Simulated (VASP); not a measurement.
Set up this calculation in VASP 6.6.1, as the native input.

- Task: single point
- Functional: LDA
- Potentials or basis: VASP PAW LDA potentials, release 64 (Al, N)
- Cutoff: 520 eV
- k mesh: 10 × 10 × 10
- Occupations: fermi-dirac, width 0.02 eV
- Spin: no spin polarisation
- Dipole correction: no
- Further INCAR settings: ALGO = Normal; EDIFF = 1e-06; NBANDS = 11

The structure of AlN lies in POSCAR:

```
AlN
1.0
    0.0000000000      1.9910997195      1.9910997195
    1.9910997195      0.0000000000      1.9910997195
    1.9910997195      1.9910997195      0.0000000000
Al N
1 1
Direct
    0.0000000000      0.0000000000      0.0000000000
    0.5000000000      0.5000000000      0.5000000000
```

This cell differs from its parent crystal: volume scaled by 1.02.

These files were run (other wordings do the same):

INCAR

```
SYSTEM = AlN
PREC = Accurate
ENCUT = 520
EDIFF = 1E-6
ISMEAR = -1
SIGMA = 0.02
LREAL = .FALSE.
LASPH = .TRUE.
NELM = 80
ALGO = Normal
ISIF = 2
LWAVE = .FALSE.
LCHARG = .FALSE.
NBANDS = 11
```

KPOINTS

```
Automatic mesh
0
G
  10 10 10
  0 0 0
```

Potentials or basis: VASP PAW LDA potentials, release 64 (Al, N).

Command:

```console
$ cat potpaw_LDA.64/Al/POTCAR potpaw_LDA.64/N/POTCAR > POTCAR
$ mpirun -np 1 vasp_std > vasp.out
```

It gave:

The pressure is 7.0 GPa and the band gap on the k mesh is 4.91 eV, indirect (least direct gap 6.45 eV).

Wall time 11 s on 1 thread of Intel Xeon 8259CL, on a shared host, peak memory 0.12 GiB.
